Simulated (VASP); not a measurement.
Pd, 2 atoms in the cell. The structure is hexagonal, space group P6_3/mmc (No. 194). The conventional cell has a = 2.750 Å, b = 2.750 Å, c = 4.491 Å, α = 90.00°, β = 90.00°, γ = 120.00°. Pd (site symmetry -6m2) has 12 Pd at 2.75 Å within 3.6 Å. 

```yaml
Program: VASP 6.6.1
Task: relaxation of cell and atoms
Functional: LDA
Potentials_or_basis: VASP PAW LDA potentials, release 64 (Pd)
Cutoff: 500 eV
k_mesh: 8 × 8 × 5
Occupations: methfessel-paxton, width 0.05 eV
Spin: no spin polarisation
Dipole_correction: no
Further_INCAR_settings: ALGO = Normal; EDIFF = 1e-07; IBRION = 2; EDIFFG = -0.03; NSW = 80; ISIF = 3
```

Potentials or basis: VASP PAW LDA potentials, release 64 (Pd).

Launch:

```bash
$ cat potpaw_LDA.64/Pd/POTCAR > POTCAR
$ mpirun -np 1 vasp_std > vasp.out
```

Hardware: 1 thread of Intel(R) Xeon(R) 6975P-C (Granite Rapids), with other jobs on the host.

Question: Estimate the wall time of this run.

Answer: Run time: 20 s on 1 thread of Intel(R) Xeon(R) 6975P-C (Granite Rapids) (shared host), peak memory 0.14 GiB. Counts: scf iterations 47, k points 30, ion steps 6.
